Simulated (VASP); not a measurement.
# Si62As (a cell with a defect): single point with PBE+D3(BJ)

Si62As (a cell with a defect):

```
Si As
1.0
    10.86000    0.00000    0.00000
     0.00000   10.86000    0.00000
     0.00000    0.00000   10.86000
Si As
62 1
Direct
  0.50191 0.00093 0.00159
  0.63100 0.12410 0.13035
  0.75003 0.25063 0.00093
  0.87637 0.37737 0.12281
  0.75669 0.99875 0.25981
  0.99962 0.00047 0.99952
  0.12271 0.12571 0.12631
  0.25054 0.24905 0.00167
  0.37635 0.37463 0.12640
  0.49916 0.50059 0.00005
  0.62536 0.62333 0.12645
  0.75131 0.74867 0.00159
  0.87588 0.87621 0.12681
  0.24815 0.00153 0.25145
  0.37557 0.12587 0.37457
  0.50276 0.24964 0.25059
  0.63569 0.36426 0.37723
  0.75072 0.49792 0.25108
  0.87391 0.62531 0.37556
  0.49940 0.00029 0.50014
  0.62129 0.12538 0.62853
  0.75896 0.23673 0.50600
  0.87479 0.37498 0.62595
  0.74531 0.00120 0.75291
  0.87383 0.12544 0.87535
  0.00059 0.50422 0.99543
  0.12615 0.62611 0.12553
  0.24733 0.75163 0.99759
  0.37222 0.87657 0.12326
  0.99831 0.25007 0.25032
  0.12276 0.37514 0.37380
  0.25009 0.49993 0.25020
  0.38041 0.62137 0.37346
  0.49801 0.75134 0.24625
  0.62296 0.87438 0.37423
  0.12517 0.12766 0.62431
  0.24800 0.25003 0.49749
  0.37263 0.37774 0.62336
  0.50598 0.49435 0.49758
  0.62411 0.62329 0.62677
  0.74648 0.74972 0.49872
  0.86640 0.88874 0.61356
  0.24864 0.00187 0.74770
  0.37615 0.12611 0.87547
  0.49651 0.25444 0.74936
  0.62467 0.37531 0.87611
  0.74979 0.50122 0.75112
  0.87730 0.63165 0.86902
  0.99928 0.75151 0.25202
  0.13028 0.87121 0.37450
  0.99910 0.50026 0.50011
  0.12285 0.62796 0.62347
  0.25313 0.74727 0.49838
  0.37424 0.87538 0.62437
  0.99884 0.24986 0.74949
  0.12780 0.37450 0.87539
  0.24765 0.50278 0.74888
  0.37419 0.62572 0.87501
  0.49864 0.75055 0.74954
  0.62461 0.87123 0.87838
  0.99673 0.76224 0.73801
  0.12297 0.87686 0.87174
  0.90568 0.07918 0.42528
```

```
Program             : VASP 6.6.1
Task                : single point
Functional          : PBE
Dispersion          : D3(BJ)
Potentials or basis : VASP PAW PBE potentials, release 64 (Si, As)
Cutoff              : 400 eV
k mesh              : 1 × 1 × 1
Occupations         : fermi-dirac, width 0.02 eV
Spin                : collinear spin, zero start
```

The pressure is -0.5 GPa, the largest force is 0.808 eV/Å and the net moment is 0.00 μB per cell. The valence electrons inside the program's atomic spheres are Si 1.69, 1.68, 1.70, 1.65, 1.66, 1.63 (each value once); As 2.67 and the dispersion energy per atom is -0.316 eV.

Forces in eV/Å, atoms in the order of the input:
```
Si   0.031  0.006  0.032
Si   0.024 -0.007  0.033
Si   0.002 -0.006  0.010
Si  -0.014 -0.037  0.040
Si   0.032  0.031  0.082
Si   0.001 -0.004  0.017
Si   0.003  0.003  0.003
Si  -0.002 -0.011 -0.006
Si  -0.006  0.001 -0.007
Si   0.006 -0.002  0.000
Si  -0.002  0.006 -0.002
Si   0.016  0.004  0.007
Si  -0.021  0.015  0.018
Si   0.010  0.003 -0.003
Si   0.006  0.004  0.003
Si  -0.003  0.004 -0.010
Si  -0.053  0.056 -0.005
Si   0.004  0.003 -0.010
Si  -0.004 -0.005  0.004
Si   0.007 -0.009 -0.001
Si   0.005  0.004 -0.016
Si  -0.082  0.084 -0.053
Si   0.004 -0.013 -0.015
Si   0.013  0.006 -0.009
Si  -0.002 -0.001  0.012
Si  -0.007 -0.036  0.033
Si   0.013  0.008  0.012
Si   0.008  0.004  0.002
Si   0.002 -0.012  0.004
Si  -0.010 -0.101  0.113
Si   0.012 -0.001  0.001
Si   0.005 -0.004  0.013
Si  -0.011  0.005 -0.005
Si   0.006 -0.004  0.014
Si  -0.009 -0.005 -0.015
Si   0.109 -0.038  0.066
Si   0.009 -0.006 -0.003
Si   0.002 -0.009  0.016
Si  -0.025  0.016  0.002
Si   0.005 -0.013  0.015
Si  -0.006 -0.012 -0.015
Si   0.029 -0.080  0.047
Si   0.046 -0.005  0.048
Si   0.028  0.001  0.028
Si   0.014 -0.016  0.003
Si   0.003 -0.006  0.008
Si   0.021 -0.021  0.001
Si  -0.003 -0.036  0.035
Si  -0.013  0.015  0.014
Si   0.044 -0.018  0.018
Si   0.009 -0.006 -0.002
Si   0.001 -0.012  0.007
Si   0.008 -0.001  0.006
Si   0.015  0.001  0.010
Si  -0.007 -0.031 -0.017
Si  -0.003 -0.015 -0.009
Si   0.004 -0.013  0.000
Si   0.002 -0.006  0.001
Si   0.017 -0.003  0.008
Si   0.004  0.003  0.010
Si   0.012 -0.044  0.044
Si   0.000  0.003  0.015
As  -0.310  0.365 -0.651
```

Stress tensor (GPa, compression positive):
```
-0.27 -0.07 -0.16
-0.07 -0.62 -0.19
-0.16 -0.19 -0.69
```

Levels at points of the mesh, in eV from the Fermi level:
Spin up:
```tsv
k point	band 124	band 125	band 126	band 127	band 128	band 129
(0.00, 0.00, 0.00)	-0.89	-0.84	-0.35	0.00	0.07	0.18
```
Spin down:
```
           k point  band 124  band 125  band 126  band 127  band 128  band 129
(0.00, 0.00, 0.00)     -0.89     -0.84     -0.35      0.00      0.07      0.18
```

Wall time 23 min on 1 thread of Intel Xeon 8259CL, on a shared host, peak memory 1.1 GiB.

Caveat: the k points lie up to 0.58 Å⁻¹ apart.
